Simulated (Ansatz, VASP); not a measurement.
**One calculation of ScAl4N, two programs**

```
Sc Al N
1.0
     4.14601    0.00000    0.00000
     0.00000    2.59761    4.46443
     0.00000   -2.59761    4.46443
Sc Al N
1 4 1
Direct
  0.00000 0.66656 0.66656
  0.00000 0.33354 0.33354
  0.50000 0.49990 0.49990
  0.50000 0.00055 0.49986
  0.50000 0.49986 0.00055
  0.00000 0.00022 0.00022
```

Change from the starting cell: species swapped into the GdFeNi4 type (Amm2, No. 38).

Alike in both runs: task single point; functional PBE; k mesh 4 × 4 × 4; occupations gaussian, width 0.1 eV; collinear spin.

```csv
,VASP,Ansatz
version,VASP 6.6.1,Ansatz 0.2.0
potentials or method,"VASP PAW PBE potentials, release 64 (Sc_sv, Al, N), cutoff 520 eV","scalar-relativistic, plane waves, PAW"
valence electrons in the cell,28,28
```

VASP gave:

```
gap on the k mesh at the Fermi level (eV)                     : none
pressure (GPa)                                                : 16.3
traceless stress, the component that is largest in VASP (GPa) : 10.43
rms of the force components (eV/Å)                            : 0.369
net moment per atom (μB)                                      : 0.00
```

Task: Estimate Ansatz's values.

Result: gap on the k mesh at the Fermi level (eV): none; pressure (GPa): 16.2; traceless stress, the component that is largest in VASP (GPa): 10.43; rms of the force components (eV/Å): 0.366; net moment per atom (μB): 0.00.

Atom by atom the forces differ by 0.004 eV/Å (rms over components). A gap of «none» marks a metal or a gap that the smearing closes. The functional is the same, so the differences come from potentials, cutoffs and numerics. Ansatz's warnings: seeded moment not kept.

The k mesh is coarse, so the values compare programs but aren't converged.
